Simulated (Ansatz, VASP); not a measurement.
# Two plane-wave programs on Ca3SbP

```
Ca Sb P
1.0
     5.16392    0.00000    0.00000
     0.00000    5.16392    0.00000
     0.00000    0.00000    5.16392
Ca Sb P
3 1 1
Cartesian
  -0.0296 2.5820 2.5820
  2.4640 0.0000 2.5820
  2.4640 2.5820 0.0000
  0.0906 0.0000 0.0000
  2.5694 2.5820 2.5820
```

Change from the starting cell: mode 1 frozen in at -0.120 Å, equal normal strain along x, y and z -0.0167.

Alike in both runs: task single point; functional LDA; k mesh 6 × 6 × 6; occupations gaussian, width 0.05 eV; no spin polarisation.

|  | VASP | Ansatz |
| --- | --- | --- |
| version | VASP 6.6.1 | Ansatz 0.2.0 |
| potentials or method | VASP PAW LDA potentials, release 64 (Ca_sv, Sb, P), cutoff 520 eV | scalar-relativistic, plane waves, PAW |
| valence electrons in the cell | 40 | 50 |

```tsv
	VASP	Ansatz	Ansatz less VASP
gap on the k mesh at the Fermi level (eV)	0.51	0.52	+0.013
least direct gap on the mesh (eV)	0.51	0.52	+0.013
pressure (GPa)	2.8	2.6	-0.21
traceless stress, the component that is largest in VASP (GPa)	0.26	0.26	0.000
rms of the force components (eV/Å)	0.014	0.012	-0.0021
```

LDA's correlation is that of Perdew and Zunger in VASP and of Perdew and Wang (1992) in Ansatz. Atom by atom the forces differ by 0.002 eV/Å (rms over components). VASP's potentials hold 40 valence electrons a cell and Ansatz's 50, so a difference there can come from the potentials and not from the codes.

Neither program's run includes spin-orbit coupling.
